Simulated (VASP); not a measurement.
Input of a VASP 6.6.1 run:

The input INCAR:

```
ALGO     = Normal         # electronic algorithm
EDIFF    = 1E-6           # SCF threshold, eV
ENCUT    = 520            # plane-wave cutoff, eV
GGA      = PE             # functional
ISIF     = 2              # what is computed and relaxed
ISMEAR   = 0              # smearing method
LASPH    = True           # aspherical terms in the spheres
LCHARG   = True           # write CHGCAR
LELF     = True           # ELF
LREAL    = False          # projectors in reciprocal space
LVHAR    = True         
LWAVE    = False          # write WAVECAR
NBANDS   = 24             # bands
NELM     = 100            # most SCF steps
PREC     = Accurate       # precision mode
SIGMA    = 0.1            # smearing width, eV
```

KPOINTS

```
k-points
0
Gamma
  4 4 4
```

File POSCAR:

```
Li4Se3
1.0
    5.1819134100      0.0000000000      0.0000000000
    0.0000000000      5.1819134100      0.0000000000
    0.0000000000      0.0000000000      5.1819134100
Li Se
4 3
Direct
    0.7500000000      0.7500000000      0.7500000000
    0.7500000000      0.2500000000      0.2500000000
    0.2500000000      0.7500000000      0.2500000000
    0.2500000000      0.2500000000      0.7500000000
    0.0000000000      0.0000000000      0.5000000000
    0.0000000000      0.5000000000      0.0000000000
    0.5000000000      0.0000000000      0.0000000000
```

Potentials or basis: VASP PAW PBE potentials, release 64 (Li_sv, Se).

Launch:

```console
$ cat potpaw_PBE.64/Li_sv/POTCAR potpaw_PBE.64/Se/POTCAR > POTCAR
$ mpirun -np 1 vasp_std > vasp.out
```

Problem. What does it give for the band gap on the k mesh?

Solution. Zero (band 15 reaches 1.36 eV, above the bottom of band 16 at 0.88 eV).
